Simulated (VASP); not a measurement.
# Rb (Cmcm) in VASP: single point with PBE+D3(BJ)

Aim: the single point of Rb with PBE+D3(BJ).

All numbers are computed with VASP 6.6.1; they aren't measurements. Logs are shortened: lines on timing, memory, paths and dates and some standing lists are left out, and cuts for length are marked.

### 1 The cell of the first run

It takes space group Cmcm (No. 63, orthorhombic). The conventional cell has a = 5.690 Å, b = 8.659 Å, c = 8.928 Å, α = 90.00°, β = 90.00°, γ = 90.00°.

### 2 Single point, PBE+D3(BJ) (normal strain along x +0.1500, normal strain along z +0.1100)

The input, INCAR:

```
PREC = Accurate
ENCUT = 520
EDIFF = 1E-7
ISMEAR = 0
SIGMA = 0.15
LREAL = False
LASPH = True
NELM = 60
ALGO = Fast
ISIF = 2
LWAVE = False
LCHARG = True
GGA = PE
IVDW = 12
LELF = True
LVHAR = True
NBANDS = 16
```

The input, KPOINTS:

```
Automatic mesh
0
Gamma
  10 10 6
```

The input, POSCAR:

```
Rb
1.0
    2.8451095518     -4.3297492603      0.0000000000
    2.8451095518      4.3297492603      0.0000000000
    0.0000000000      0.0000000000      8.9275798158
Rb
2
Direct
    0.8359965595      0.1640034405      0.7500000000
    0.1640034405      0.8359965595      0.2500000000
```

Potentials or basis: VASP PAW PBE potentials, release 64 (Rb_sv).

The run is started by

```
$ cat potpaw_PBE.64/Rb_sv/POTCAR > POTCAR
$ mpirun -np 1 vasp_std > vasp.out
```

OUTCAR:

```text
PREC = Accurate
   ENCUT = 520
   EDIFF = 1E-7
   ISMEAR = 0
   LREAL = False
   LASPH = True
   NELM = 60
   ISIF = 2
   GGA = PE
   IVDW = 12
 IVDW          = 12

 ion  position               nearest neighbor table
   1  0.836  0.164  0.750-   2 5.29   2 5.29   2 5.50   2 5.50   2 5.50   2 5.50
   2  0.164  0.836  0.250-   1 5.29   1 5.29   1 5.50   1 5.50   1 5.50   1 5.50

  LATTYP: Found a base centered orthorhombic cell.
 ALAT       =     5.6902191036
 B/A-ratio  =     1.5218216316
 C/A-ratio  =     1.5689342806

  Lattice vectors:

 A1 = (   2.8451095518,  -4.3297492603,   0.0000000000)
 A2 = (   2.8451095518,   4.3297492603,   0.0000000000)
 A3 = (   0.0000000000,   0.0000000000,   8.9275798158)

Analysis of symmetry for initial positions (statically):
=====================================================================
 Subroutine PRICEL returns:
 Original cell was already a primitive cell.

 Routine SETGRP: Setting up the symmetry group for a
 base centered orthorhombic supercell.

 Subroutine GETGRP returns: Found  8 space group operations
 (whereof  4 operations were pure point group operations)
 out of a pool of  8 trial point group operations.

The static configuration has the point symmetry C_2h.
 The point group associated with its full space group is D_2h.

Analysis of symmetry for dynamics (positions and initial velocities):
=====================================================================
 Subroutine PRICEL returns:
 Original cell was already a primitive cell.

 Routine SETGRP: Setting up the symmetry group for a
 base centered orthorhombic supercell.

 Subroutine GETGRP returns: Found  8 space group operations
 (whereof  4 operations were pure point group operations)
 out of a pool of  8 trial point group operations.

The dynamic configuration has the point symmetry C_2h.
 The point group associated with its full space group is D_2h.

 Subroutine INISYM returns: Found  8 space group operations
 (whereof  4 operations are pure point group operations),
 and found     1 'primitive' translations

----------------------------------------------------------------------------------------

                                     Primitive cell

  volume of cell :     219.9508

  direct lattice vectors                    reciprocal lattice vectors
     2.845109552 -4.329749260  0.000000000     0.175740157 -0.115480128  0.000000000
     2.845109552  4.329749260  0.000000000     0.175740157  0.115480128  0.000000000
     0.000000000  0.000000000  8.927579816     0.000000000  0.000000000  0.112012440

  length of vectors
     5.180866435  5.180866435  8.927579816     0.210286145  0.210286145  0.112012440

  position of ions in fractional coordinates (direct lattice)
     0.835996560  0.164003440  0.750000000
     0.164003440  0.835996560  0.250000000

  ion indices of the primitive-cell ions
   primitive index   ion index
                 1           1
                 2           2

----------------------------------------------------------------------------------------

 KPOINTS: Automatic mesh

Automatic generation of k-mesh.
 Grid dimensions read from file:
 generate k-points for:   10   10    6

 Generating k-lattice:

  Cartesian coordinates                     Fractional coordinates (reciprocal lattice)
     0.017574016 -0.011548013  0.000000000     0.100000000 -0.000000000  0.000000000
     0.017574016  0.011548013  0.000000000    -0.000000000  0.100000000  0.000000000
     0.000000000  0.000000000  0.018668740     0.000000000  0.000000000  0.166666667

  Length of vectors
     0.021028615  0.021028615  0.018668740

  Shift w.r.t. Gamma in fractional coordinates (k-lattice)
     0.000000000  0.000000000  0.000000000

 Subroutine IBZKPT returns following result:
 ===========================================

 Found    124 irreducible k-points:

 Following reciprocal coordinates:
            Coordinates               Weight
  0.000000  0.000000  0.000000      1.000000
  0.100000  0.000000  0.000000      4.000000
  0.200000  0.000000  0.000000      4.000000
  0.300000 -0.000000  0.000000      4.000000
  0.400000 -0.000000  0.000000      4.000000
  0.500000  0.000000  0.000000      2.000000
[... 16 lines left out ...]
  0.300000  0.300000  0.000000      2.000000
  0.400000  0.300000  0.000000      4.000000
 [... further k-points ...]
   k-points           NKPTS =    124   k-points in BZ     NKDIM =    124   number of bands    NBANDS=     16
   number of dos      NEDOS =    301   number of ions     NIONS =      2
   total plane-waves  NPLWV = 112000
   dimension x,y,z NGX =    40 NGY =   40 NGZ =   70
   dimension x,y,z NGXF=    80 NGYF=   80 NGZF=  140
   ions per type =               2
   NGX,Y,Z   is equivalent  to a cutoff of  12.84, 12.84, 13.04 a.u.
   NGXF,Y,Z  is equivalent  to a cutoff of  25.67, 25.67, 26.07 a.u.
 SYSTEM =  unknown system
   PREC   = accura    normal or accurate (medium, high low for compatibility)
   ISTART =      0    job   : 0-new  1-cont  2-samecut
   ICHARG =      2    charge: 1-file 2-atom 10-const
   ISPIN  =      1    spin polarized calculation?
   LNONCOLLINEAR =      F non collinear calculations
   LSORBIT =      F    spin-orbit coupling
   LASPH  =      T    aspherical Exc in radial PAW
   ENCUT  =  520.0 eV  38.22 Ry    6.18 a.u.   9.63  9.63 16.60*2*pi/ulx,y,z
   NELM   =     60;   NELMIN=  2; NELMDL= -5     # of ELM steps
   EDIFF  = 0.1E-06   stopping-criterion for ELM
   LREAL  =      F    real-space projection
   EDIFFG = 0.1E-05   stopping-criterion for IOM
   NSW    =      0    number of steps for IOM
   IBRION =     -1    ionic relax: 0-MD 1-quasi-New 2-CG
   NFREE  =      0    steps in history (QN), initial steepest desc. (CG)
   ISIF   =      2    stress and relaxation
   ISYM   =      2    0-nonsym 1-usesym 2-fastsym
   POTIM  = 0.5000    time-step for ionic-motion
   TEBEG  =    0.0;   TEEND  =   0.0 temperature during run
   PSTRESS=    0.0 pullay stress
   NELECT =      18.0000    total number of electrons
   NUPDOWN=      -1.0000    fix difference up-down
   EMIN   =  10.00;   EMAX   =-10.00  energy-range for DOS
   EFERMI =   0.00;   METHOD = LEGACY
   ISMEAR =     0;   SIGMA  =   0.15  broadening in eV -4-tet -1-fermi 0-gaus
   EFERMI_NEDOS =   21; number of points for ismear=-14 and -15
   IALGO  =     68    algorithm
   IMIX   =      4    mixing-type and parameters
     AMIX     =   0.40;   BMIX     =  1.00
     AMIX_MAG =   1.60;   BMIX_MAG =  1.00
  volume/ion in A,a.u.               =     109.98       742.15
  Fermi-wavevector in a.u.,A,eV,Ry     =   0.710761  1.343144  6.873415  0.505182
  Thomas-Fermi vector in A             =   1.797694
   LORBIT       =      0    0 simple, 1 ext, 2 COOP (PROOUT), +10 PAW based schemes
   GGA     = PE    functional components
   LHFCALC =     F    Hartree Fock is set to
   AEXX    =    0.0000 exact exchange contribution
   IVDW    =    12    specifies the selected vdW correction
   LEPSILON=     F    determine dielectric tensor
   LRPA    =     F    only Hartree local field effects (RPA)
 non-spin polarized calculation
 RMM-DIIS sequential band-by-band and
 Gauss-broadening in eV      SIGMA  =   0.15
  energy-cutoff  :      520.00
  volume of cell :      219.95
 maximum number of plane-waves:      5967
   NGX = 19   NGY = 19   NGZ = 33

 number of electron      18.0000000 magnetization

 Free energy of the ion-electron system (eV)
  ---------------------------------------------------
  ext. energy  EPLUGINS =         0.00000000
  ---------------------------------------------------
  free energy    TOTEN  =        -1.82650146 eV

  energy without entropy =       -1.80465175  energy(sigma->0) =       -1.81557661

 E-fermi :  -0.3729     XC(G=0):  -5.0293

 val. band max:       -0.3763992471   @ k =   0.2000   0.0000   0.1667
 cond. band min:      -0.3596859409   @ k =   0.5000   0.0000   0.1667
 fundamental gap:      0.0167133062
 Fermi energy:        -0.3729063275

 k-point     1 :       0.0000    0.0000    0.0000
  band No.  band energies     occupation
      1     -29.3880      2.00000
      2     -29.3868      2.00000
      3     -13.4875      2.00000
      4     -13.4489      2.00000
      5     -13.4475      2.00000
      6     -13.4438      2.00000
[... 8 lines left out ...]
     15       3.4225      0.00000
     16       3.6912      0.00000

 k-point     2 :       0.1000    0.0000    0.0000
  band No.  band energies     occupation
      1     -29.3879      2.00000
      2     -29.3867      2.00000
      3     -13.4861      2.00000
      4     -13.4522      2.00000
      5     -13.4487      2.00000
      6     -13.4468      2.00000
[... 8 lines left out ...]
     15       3.3735      0.00000
     16       3.4256      0.00000

 k-point     3 :       0.2000    0.0000    0.0000
  band No.  band energies     occupation
      1     -29.3876      2.00000
      2     -29.3865      2.00000
      3     -13.4825      2.00000
      4     -13.4622      2.00000
      5     -13.4572      2.00000
      6     -13.4498      2.00000
[... 8 lines left out ...]
     15       3.2290      0.00000
     16       3.4837      0.00000

 k-point     4 :       0.3000   -0.0000    0.0000
  band No.  band energies     occupation
      1     -29.3872      2.00000
      2     -29.3863      2.00000
      3     -13.4775      2.00000
      4     -13.4746      2.00000
      5     -13.4700      2.00000
      6     -13.4513      2.00000
[... 8 lines left out ...]
     15       3.3166      0.00000
     16       3.5351      0.00000
[... 324 lines left out ...]
 k-point    22 :      -0.2000    0.2000    0.0000
  band No.  band energies     occupation
      1     -29.3873      2.00000
      2     -29.3863      2.00000
      3     -13.4807      2.00000
      4     -13.4644      2.00000
      5     -13.4583      2.00000
      6     -13.4559      2.00000
[... 8 lines left out ...]
     15       3.0651      0.00000
     16       3.1592      0.00000

 k-point    23 :       0.3000    0.3000    0.0000
  band No.  band energies     occupation
      1     -29.3863      2.00000
      2     -29.3859      2.00000
      3     -13.4796      2.00000
      4     -13.4732      2.00000
      5     -13.4712      2.00000
      6     -13.4659      2.00000
[... 8 lines left out ...]
     15       2.0120      0.00000
     16       2.6431      0.00000

 k-point    24 :       0.4000    0.3000    0.0000
  band No.  band energies     occupation
      1     -29.3861      2.00000
      2     -29.3858      2.00000
      3     -13.4864      2.00000
      4     -13.4809      2.00000
      5     -13.4695      2.00000
      6     -13.4631      2.00000
[... 8 lines left out ...]
     15       1.9864      0.00000
     16       2.4502      0.00000

 [... further k-points ...]

------------------------ aborting loop because EDIFF is reached ----------------------------------------

 Edisp (eV)   -0.16693

 E8    (eV) :    -0.0961

  FORCE on cell =-STRESS in cart. coord.  units (eV):
  Direction    XX          YY          ZZ          XY          YZ          ZX
  --------------------------------------------------------------------------------------
  -------------------------------------------------------------------------------------
  Total      -0.75606    -0.47528    -0.72865     0.00000     0.00000     0.00000
  in kB      -5.50734    -3.46204    -5.30769     0.00000     0.00000     0.00000
  external pressure =       -4.76 kB  Pullay stress =        0.00 kB

 VOLUME and BASIS-vectors are now :
 -----------------------------------------------------------------------------
  energy-cutoff  :      520.00
  volume of cell :      219.95
      direct lattice vectors                 reciprocal lattice vectors
     2.845109552 -4.329749260  0.000000000     0.175740157 -0.115480128  0.000000000
     2.845109552  4.329749260  0.000000000     0.175740157  0.115480128  0.000000000
     0.000000000  0.000000000  8.927579816     0.000000000  0.000000000  0.112012440

 POSITION                                       TOTAL-FORCE (eV/Angst)
 -----------------------------------------------------------------------------------
      2.84511     -2.90956      6.69568         0.000000      0.017812      0.000000
      2.84511      2.90956      2.23189         0.000000     -0.017812      0.000000
 -----------------------------------------------------------------------------------
    total drift:                                0.000000     -0.000000      0.000000

  FREE ENERGIE OF THE ION-ELECTRON SYSTEM (eV)
  ---------------------------------------------------
  free  energy   TOTEN  =        -1.9934345259 eV

  energy  without entropy=       -1.9715848234  energy(sigma->0) =       -1.98250967
```

Run time: 6.2 min. Hardware: 1 thread of Intel Xeon Platinum 8259CL at 2.50GHz (Skylake/Cascade Lake), shared host; peak memory 0.56 GiB.

What came out:

```
Free energy                : -1.9934 eV
Pressure                   : -0.5 GPa
Largest force              : 0.018 eV/Å
Band gap on the k mesh     : zero (bands 9 and 10 overlap by 2.04 eV)
Dispersion energy per atom : -0.083 eV
```

Forces on the atoms (eV/Å):
```
Rb   0.000  0.018  0.000
Rb   0.000 -0.018  0.000
```

Stress tensor (GPa, compression positive):
```
-0.55  0.00  0.00
 0.00 -0.35  0.00
 0.00  0.00 -0.53
```

Caveat: the cell differs from its parent crystal (normal strain along x +0.1500, normal strain along z +0.1100).
